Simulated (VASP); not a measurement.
P, 2 atoms in the cell. It takes space group R-3m (No. 166, trigonal). Conventional cell: a = 3.375 Å, b = 3.375 Å, c = 8.283 Å, α = 90.00°, β = 90.00°, γ = 120.00°. Within 3.0 Å of P (site symmetry 3m) lie 6 P at 2.30 to 2.48 Å.  This cell differs from its parent crystal: volume scaled by 0.88, then relaxed in part.

* Program: VASP 6.6.1
* Task: single point
* Functional: r2SCAN
* Dispersion: D3(BJ)
* Potentials or basis: VASP PAW PBE potentials, release 64 (P)
* Cutoff: 520 eV
* k mesh: 15 × 15 × 15
* Occupations: gaussian, width 0.1 eV
* Spin: no spin polarisation
* Dipole correction: no
* Further INCAR settings: ALGO = Normal; EDIFF = 1e-06; NBANDS = 12

Potentials or basis: VASP PAW PBE potentials, release 64 (P).

The run is started by

```sh
$ cat potpaw_PBE.64/P/POTCAR > POTCAR
$ cp INCAR.step1 INCAR
$ mpirun -np 1 vasp_std > vasp.out
$ cp INCAR.step2 INCAR
$ mpirun -np 1 vasp_std > vasp.out
```

Hardware: 1 thread of Intel(R) Xeon(R) 6975P-C (Granite Rapids), on a shared host.

Question: Estimate the wall time of this run.

Answer: It took 2.7 min on 1 thread of Intel(R) Xeon(R) 6975P-C (Granite Rapids), with other jobs on the host, peak memory 0.22 GiB. Counts: k points 344.
